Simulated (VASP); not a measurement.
# Sb (Fd-3m) in VASP: notebook

Runs on Sb. Level: LDA. Tasks: single point.

Everything below comes from runs of VASP 6.6.1. Logs are shortened: lines on timing, memory, paths and dates and some standing lists are left out, and cuts for length are marked.

## (1) The cell of the first run

The structure is cubic, space group Fd-3m (No. 227). The conventional cell has a = 6.731 Å, b = 6.731 Å, c = 6.731 Å, α = 90.00°, β = 90.00°, γ = 90.00°. Within 3.8 Å of Sb (site symmetry -43m) lie 4 Sb at 2.91 Å.

## (2) Single point, LDA (volume scaled by 0.96)

INCAR reads:

```
SYSTEM = Sb
ALGO = Normal ; EDIFF = 1E-6
ENCUT = 520 ; GGA = CA
ISIF = 2 ; ISMEAR = -1
LASPH = .TRUE. ; LCHARG = .TRUE.
LELF = .TRUE. ; LREAL = .FALSE.
LVHAR = .TRUE. ; LWAVE = .FALSE.
NBANDS = 12 ; NELM = 100
PREC = Accurate ; SIGMA = 0.1
```

KPOINTS reads:

```
k-points
0
G
  9 9 9
  0 0 0
```

POSCAR reads:

```
Sb
1.0
    0.0000000000      3.3654124609      3.3654124609
    3.3654124609      0.0000000000      3.3654124609
    3.3654124609      3.3654124609      0.0000000000
Sb
2
Direct
    0.1250000000      0.1250000000      0.1250000000
    0.8750000000      0.8750000000      0.8750000000
```

Potentials or basis: VASP PAW LDA potentials, release 64 (Sb).

The run is started by

```bash
cat potpaw_LDA.64/Sb/POTCAR > POTCAR
mpirun -np 1 vasp_std > vasp.out
```

OUTCAR:

```text
SYSTEM = Sb
   EDIFF = 1E-6
   ENCUT = 520
   GGA = CA
   ISIF = 2
   ISMEAR = -1
   LASPH = .TRUE.
   LREAL = .FALSE.
   NELM = 100
   PREC = Accurate

 ion  position               nearest neighbor table
   1  0.125  0.125  0.125-   2 2.91   2 2.91   2 2.91   2 2.91
   2  0.875  0.875  0.875-   1 2.91   1 2.91   1 2.91   1 2.91

  LATTYP: Found a face centered cubic cell.
 ALAT       =     6.7308249218

  Lattice vectors:

 A1 = (   0.0000000000,   3.3654124609,   3.3654124609)
 A2 = (   3.3654124609,   0.0000000000,   3.3654124609)
 A3 = (   3.3654124609,   3.3654124609,   0.0000000000)

Analysis of symmetry for initial positions (statically):
=====================================================================
 Subroutine PRICEL returns:
 Original cell was already a primitive cell.

 Routine SETGRP: Setting up the symmetry group for a
 face centered cubic supercell.

 Subroutine GETGRP returns: Found 48 space group operations
 (whereof 12 operations were pure point group operations)
 out of a pool of 48 trial point group operations.

The static configuration has the point symmetry D_3d.
 The point group associated with its full space group is O_h .

Analysis of symmetry for dynamics (positions and initial velocities):
=====================================================================
 Subroutine PRICEL returns:
 Original cell was already a primitive cell.

 Routine SETGRP: Setting up the symmetry group for a
 face centered cubic supercell.

 Subroutine GETGRP returns: Found 48 space group operations
 (whereof 12 operations were pure point group operations)
 out of a pool of 48 trial point group operations.

The dynamic configuration has the point symmetry D_3d.
 The point group associated with its full space group is O_h .

 Subroutine INISYM returns: Found 48 space group operations
 (whereof 12 operations are pure point group operations),
 and found     1 'primitive' translations

----------------------------------------------------------------------------------------

                                     Primitive cell

  volume of cell :      76.2333

  direct lattice vectors                    reciprocal lattice vectors
     0.000000000  3.365412461  3.365412461    -0.148570199  0.148570199  0.148570199
     3.365412461  0.000000000  3.365412461     0.148570199 -0.148570199  0.148570199
     3.365412461  3.365412461  0.000000000     0.148570199  0.148570199 -0.148570199

  length of vectors
     4.759411945  4.759411945  4.759411945     0.257331134  0.257331134  0.257331134

  position of ions in fractional coordinates (direct lattice)
     0.125000000  0.125000000  0.125000000
     0.875000000  0.875000000  0.875000000

  ion indices of the primitive-cell ions
   primitive index   ion index
                 1           1
                 2           2

----------------------------------------------------------------------------------------

 KPOINTS: k-points

Automatic generation of k-mesh.
 Grid dimensions read from file:
 generate k-points for:    9    9    9

 Generating k-lattice:

  Cartesian coordinates                     Fractional coordinates (reciprocal lattice)
    -0.016507800  0.016507800  0.016507800     0.111111111  0.000000000  0.000000000
     0.016507800 -0.016507800  0.016507800     0.000000000  0.111111111  0.000000000
     0.016507800  0.016507800 -0.016507800     0.000000000  0.000000000  0.111111111

  Length of vectors
     0.028592348  0.028592348  0.028592348

  Shift w.r.t. Gamma in fractional coordinates (k-lattice)
     0.000000000  0.000000000  0.000000000

 Subroutine IBZKPT returns following result:
 ===========================================

 Found     35 irreducible k-points:

 Following reciprocal coordinates:
            Coordinates               Weight
  0.000000  0.000000  0.000000      1.000000
  0.111111  0.000000  0.000000      8.000000
  0.222222  0.000000  0.000000      8.000000
  0.333333  0.000000  0.000000      8.000000
  0.444444  0.000000  0.000000      8.000000
  0.111111  0.111111  0.000000      6.000000
[... 16 lines left out ...]
 -0.333333  0.333333  0.000000     12.000000
  0.444444  0.444444  0.000000      6.000000
 [... further k-points ...]
   k-points           NKPTS =     35   k-points in BZ     NKDIM =     35   number of bands    NBANDS=     12
   number of dos      NEDOS =    301   number of ions     NIONS =      2
   total plane-waves  NPLWV =  46656
   dimension x,y,z NGX =    36 NGY =   36 NGZ =   36
   dimension x,y,z NGXF=    72 NGYF=   72 NGZF=   72
   ions per type =               2
   NGX,Y,Z   is equivalent  to a cutoff of  12.57, 12.57, 12.57 a.u.
   NGXF,Y,Z  is equivalent  to a cutoff of  25.15, 25.15, 25.15 a.u.
 SYSTEM =  Sb
   PREC   = accura    normal or accurate (medium, high low for compatibility)
   ISTART =      0    job   : 0-new  1-cont  2-samecut
   ICHARG =      2    charge: 1-file 2-atom 10-const
   ISPIN  =      1    spin polarized calculation?
   LNONCOLLINEAR =      F non collinear calculations
   LSORBIT =      F    spin-orbit coupling
   LASPH  =      T    aspherical Exc in radial PAW
   ENCUT  =  520.0 eV  38.22 Ry    6.18 a.u.   8.85  8.85  8.85*2*pi/ulx,y,z
   NELM   =    100;   NELMIN=  2; NELMDL= -5     # of ELM steps
   EDIFF  = 0.1E-05   stopping-criterion for ELM
   LREAL  =      F    real-space projection
   EDIFFG = 0.1E-04   stopping-criterion for IOM
   NSW    =      0    number of steps for IOM
   IBRION =     -1    ionic relax: 0-MD 1-quasi-New 2-CG
   NFREE  =      0    steps in history (QN), initial steepest desc. (CG)
   ISIF   =      2    stress and relaxation
   ISYM   =      2    0-nonsym 1-usesym 2-fastsym
   POTIM  = 0.5000    time-step for ionic-motion
   TEBEG  =    0.0;   TEEND  =   0.0 temperature during run
   PSTRESS=    0.0 pullay stress
   NELECT =      10.0000    total number of electrons
   NUPDOWN=      -1.0000    fix difference up-down
   EMIN   =  10.00;   EMAX   =-10.00  energy-range for DOS
   EFERMI =   0.00;   METHOD = LEGACY
   ISMEAR =    -1;   SIGMA  =   0.10  broadening in eV -4-tet -1-fermi 0-gaus
   EFERMI_NEDOS =   21; number of points for ismear=-14 and -15
   IALGO  =     38    algorithm
   IMIX   =      4    mixing-type and parameters
     AMIX     =   0.40;   BMIX     =  1.00
     AMIX_MAG =   1.60;   BMIX_MAG =  1.00
  volume/ion in A,a.u.               =      38.12       257.22
  Fermi-wavevector in a.u.,A,eV,Ry     =   0.831815  1.571902  9.414082  0.691916
  Thomas-Fermi vector in A             =   1.944765
   LORBIT       =      0    0 simple, 1 ext, 2 COOP (PROOUT), +10 PAW based schemes
   GGA     = CA    functional components
   LHFCALC =     F    Hartree Fock is set to
   AEXX    =    0.0000 exact exchange contribution
   IVDW    =     0    specifies the selected vdW correction
   LEPSILON=     F    determine dielectric tensor
   LRPA    =     F    only Hartree local field effects (RPA)
 non-spin polarized calculation
  energy-cutoff  :      520.00
  volume of cell :       76.23
 maximum number of plane-waves:      2085
   NGX = 17   NGY = 17   NGZ = 17

 number of electron      10.0000001 magnetization

 Free energy of the ion-electron system (eV)
  ---------------------------------------------------
  ext. energy  EPLUGINS =         0.00000000
  ---------------------------------------------------
  free energy    TOTEN  =        -8.79498339 eV

  energy without entropy =       -8.73884212  energy(sigma->0) =       -8.76691276

 E-fermi :   4.7110     XC(G=0):  -8.5720

 val. band max:        4.7073679364   @ k =   0.4444   0.3333   0.0000
 cond. band min:       4.7245810229   @ k =   0.4444   0.3333   0.1111
 fundamental gap:      0.0172130866
 Fermi energy:         4.7110297424

 k-point     1 :       0.0000    0.0000    0.0000
  band No.  band energies     occupation
      1      -7.3842      2.00000
      2      -0.1890      2.00000
      3       2.8303      2.00000
      4       2.8303      2.00000
      5       2.8303      2.00000
      6       5.2105      0.01346
      7       5.2105      0.01346
      8       5.2105      0.01346
      9       8.5678      0.00000
     10      11.1255      0.00000
     11      11.1255      0.00000
     12      12.2345      0.00000

 k-point     2 :       0.1111    0.0000    0.0000
  band No.  band energies     occupation
      1      -7.2886      2.00000
      2      -0.6818      2.00000
      3       2.6787      2.00000
      4       2.6787      2.00000
      5       2.9006      2.00000
      6       5.4260      0.00157
      7       5.4260      0.00157
      8       5.4801      0.00091
      9       9.0388      0.00000
     10      10.6983      0.00000
     11      10.6983      0.00000
     12      11.8815      0.00000

 k-point     3 :       0.2222    0.0000    0.0000
  band No.  band energies     occupation
      1      -7.0131      2.00000
      2      -1.7000      2.00000
      3       2.3772      2.00000
      4       2.3772      2.00000
      5       2.7977      2.00000
      6       5.8552      0.00002
      7       5.8552      0.00002
      8       6.3985      0.00000
      9       9.8607      0.00000
     10      10.4113      0.00000
     11      10.4113      0.00000
     12      11.7257      0.00000
[... 286 lines left out ...]
 k-point    23 :      -0.3333    0.3333    0.0000
  band No.  band energies     occupation
      1      -5.5701      2.00000
      2      -4.1966      2.00000
      3       0.3159      2.00000
      4       1.4387      2.00000
      5       4.2135      1.98628
      6       6.7871      0.00000
      7       7.6330      0.00000
      8       7.7499      0.00000
      9       9.2459      0.00000
     10      10.7619      0.00000
     11      12.9223      0.00000
     12      14.0364      0.00000

 k-point    24 :       0.4444    0.4444    0.0000
  band No.  band energies     occupation
      1      -5.4163      2.00000
      2      -4.3928      2.00000
      3       1.0136      2.00000
      4       1.0136      2.00000
      5       4.0568      1.99712
      6       4.2670      1.97668
      7       9.2063      0.00000
      8       9.2063      0.00000
      9      10.5167      0.00000
     10      11.8834      0.00000
     11      13.2031      0.00000
     12      13.2645      0.00000

 [... further k-points ...]
[... 5 lines left out ...]
  --------------------------------------------------------------------------------------
  -------------------------------------------------------------------------------------
  Total        0.8286876      0.8286876      0.8286876     -0.0000000     -0.0000000      0.0000000
  in kB       17.4163265     17.4163265     17.4163265     -0.0000000     -0.0000000      0.0000000
  external PRESSURE =      17.4163265 kB  Pullay stress =       0.0000000 kB

 VOLUME and BASIS-vectors are now :
 -----------------------------------------------------------------------------
  energy-cutoff  :      520.00
  volume of cell :       76.23
      direct lattice vectors                 reciprocal lattice vectors
     0.000000000  3.365412461  3.365412461    -0.148570199  0.148570199  0.148570199
     3.365412461  0.000000000  3.365412461     0.148570199 -0.148570199  0.148570199
     3.365412461  3.365412461  0.000000000     0.148570199  0.148570199 -0.148570199

 POSITION                                       TOTAL-FORCE (eV/Angst)
 -----------------------------------------------------------------------------------
      0.84135      0.84135      0.84135        -0.000000      0.000000     -0.000000
      5.88947      5.88947      5.88947         0.000000     -0.000000      0.000000
 -----------------------------------------------------------------------------------
    total drift:                               -0.000000      0.000000      0.000000

  FREE ENERGIE OF THE ION-ELECTRON SYSTEM (eV)
  ---------------------------------------------------
  free  energy   TOTEN  =        -8.7949833949 eV

  energy  without entropy=       -8.7388421235  energy(sigma->0) =       -8.76691276
```

Run time: 31 s. Hardware: 1 thread of Intel Xeon 8259CL, shared host; peak memory 0.18 GiB.

What came out:

```
Free energy            : -8.7950 eV
Pressure               : 1.7 GPa
Band gap on the k mesh : zero (band 5 reaches 5.33 eV, above the bottom of band 6 at 4.27 eV)
```

Levels at points of the mesh, in eV from the Fermi level:
| k point | band 2 | band 3 | band 4 | band 5 | band 6 | band 7 | band 8 | band 9 |
| --- | --- | --- | --- | --- | --- | --- | --- | --- |
| (0.00, 0.00, 0.00) | -4.90 | -1.88 | -1.88 | -1.88 | 0.50 | 0.50 | 0.50 | 3.86 |

Caveat: the cell differs from its parent crystal (volume scaled by 0.96); spin-orbit coupling is left out, which moves the levels of the heavy elements.

## (3) Single point, LDA

This run uses another cell than the first one, of 39.70 Å³/atom, 1.042 times its volume.

INCAR reads:

```
PREC = Accurate ; ENCUT = 520
EDIFF = 1E-6 ; ISMEAR = -1
SIGMA = 0.1 ; LREAL = False
LASPH = True ; NELM = 100
ALGO = Normal ; ISIF = 2
LWAVE = False ; LCHARG = True
GGA = CA ; LELF = True
LVHAR = True ; NBANDS = 12
```

KPOINTS reads:

```
Automatic mesh
0
Gamma
  9 9 9
```

POSCAR reads:

```
Sb
1.0
    0.0000000000      3.4115197309      3.4115197309
    3.4115197309      0.0000000000      3.4115197309
    3.4115197309      3.4115197309      0.0000000000
Sb
2
Direct
    0.1250000000      0.1250000000      0.1250000000
    0.8750000000      0.8750000000      0.8750000000
```

Potentials or basis: VASP PAW LDA potentials, release 64 (Sb).

The run is started by

```bash
cat potpaw_LDA.64/Sb/POTCAR > POTCAR
mpirun -np 1 vasp_std > vasp.out
```

Run time: 33 s. Hardware: 1 thread of Intel Xeon 8259CL, shared host; peak memory 0.18 GiB.

Results (log left out):

```
Free energy            : -8.8127 eV
Pressure               : 0.1 GPa
Band gap on the k mesh : zero (band 5 reaches 4.85 eV, above the bottom of band 6 at 3.90 eV)
```

Levels at points of the mesh, in eV from the Fermi level:
| k point | band 1 | band 2 | band 3 | band 4 | band 5 | band 6 | band 7 | band 8 | band 9 | band 10 |
| --- | --- | --- | --- | --- | --- | --- | --- | --- | --- | --- |
| (0.00, 0.00, 0.00) | -11.83 | -5.10 | -1.81 | -1.81 | -1.81 | 0.53 | 0.53 | 0.53 | 3.86 | 6.40 |

Caveat: spin-orbit coupling is left out, which moves the levels of the heavy elements.

(Part 1 of 2 ends here.)
